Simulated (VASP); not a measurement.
GaSi:

```
Ga Si
1.0
     2.98316    0.00000    0.00000
     0.00000    2.98316    0.00000
     0.00000    0.00000    4.21882
Ga Si
1 1
Direct
  0.00000 0.00000 0.00000
  0.50000 0.50000 0.50000
```

| Item | Value |
| --- | --- |
| Program | VASP 6.6.1 |
| Task | relaxation of cell and atoms |
| Functional | PBE |
| Potentials or basis | VASP PAW PBE potentials, release 64 (Ga_d, Si) |
| Cutoff | 600 eV |
| k mesh | 6 × 6 × 4 |
| Occupations | gaussian, width 0.1 eV |
| Spin | no spin polarisation |

At the start: pressure -5.3 GPa; volume 18.77 Å³/atom.

Task: How do energy, volume and symmetry change on relaxing?

Result: Over 3 steps the energy falls by 36.9 meV/atom and the volume is 16.94 Å³/atom (-9.8 %); space group P4/mmm (No. 123, to 0.05 Å).

Step by step:
```tsv
step	energy change (eV)	largest force (eV/Å)	pressure (GPa)	volume (Å³)
1	0.0000	0.0000	-5.31	37.54
2	-0.0728	0.0000	-0.74	34.26
3	-0.0738	0.0000	0.00	33.88
```

Final structure:
```yaml
crystal:
  lattice:
    - [2.90335, 0.00000, 0.00000]
    - [0.00000, 2.90335, 0.00000]
    - [0.00000, 0.00000, 4.01965]
  atoms:
    - { symbol: Ga, position: [0.00000, 0.00000, 0.00000] }
    - { symbol: Si, position: [0.50000, 0.50000, 0.50000] }
```

Caveat: the k points lie up to 0.39 Å⁻¹ apart in the final cell.
